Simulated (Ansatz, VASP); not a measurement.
# CdSe: VASP beside Ansatz

File INCAR:

```
ALGO = Normal ; EDIFF = 1E-6
ENCUT = 520 ; GGA = PE
ISIF = 2 ; ISMEAR = 0
LASPH = T ; LCHARG = T
LELF = T ; LREAL = F
LVHAR = T ; LWAVE = F
NBANDS = 26 ; NELM = 60
PREC = Accurate ; SIGMA = 0.01
```

Contents of KPOINTS:

```
k-points
0
Gamma
  6 6 4
```

The input POSCAR:

```
CdSe
1.0
    4.2945111868      0.0000000000      0.0000000000
   -2.1472555934      3.7191557846      0.0000000000
    0.0000000000      0.0000000000      7.0095386911
Cd Se
2 2
Direct
    0.3333333333      0.6666666667     -0.0002790363
    0.6666666667      0.3333333333      0.4997209637
    0.3333333333      0.6666666667      0.3752790363
    0.6666666667      0.3333333333      0.8752790363
```

Input for Ansatz:

```yaml
crystal:
  lattice:
    - [4.2945111868, 0.0, 0.0]
    - [-2.1472555934, 3.7191557846, 0.0]
    - [0.0, 0.0, 7.0095386911]
  atoms:
    - { symbol: Cd, position: [0.3333333333, 0.6666666667, -0.0002790363] }
    - { symbol: Cd, position: [0.6666666667, 0.3333333333, 0.4997209637] }
    - { symbol: Se, position: [0.3333333333, 0.6666666667, 0.3752790363] }
    - { symbol: Se, position: [0.6666666667, 0.3333333333, 0.8752790363] }
kpoints:
  mp_grid: { grid: [6, 6, 4] }
hamiltonian:
  xc: pbe
scf:
  occupations: { method: fixed }
  n_extra_bands: 5
output:
  forces: true
  stress: true
  eigenvalues: true
```

Alike in both runs: task single point; functional PBE; k mesh 6 × 6 × 4; no spin polarisation.

|  | VASP | Ansatz |
| --- | --- | --- |
| version | VASP 6.6.1 | Ansatz 0.2.0 |
| potentials or method | VASP PAW PBE potentials, release 64 (Cd, Se) | plane waves, PAW |
| plane-wave cutoff (eV) | 520 | 420 |
| occupations | gaussian, width 0.01 eV | fixed |
| valence electrons in the cell | 36 | 72 |

```tsv
	VASP	Ansatz	Ansatz less VASP
gap on the k mesh at the Fermi level (eV)	0.68	0.68	0.000
pressure (GPa)	3.5	3.2	-0.32
```

VASP's potentials hold 36 valence electrons a cell and Ansatz's 72, so a difference there can come from the potentials and not from the codes.
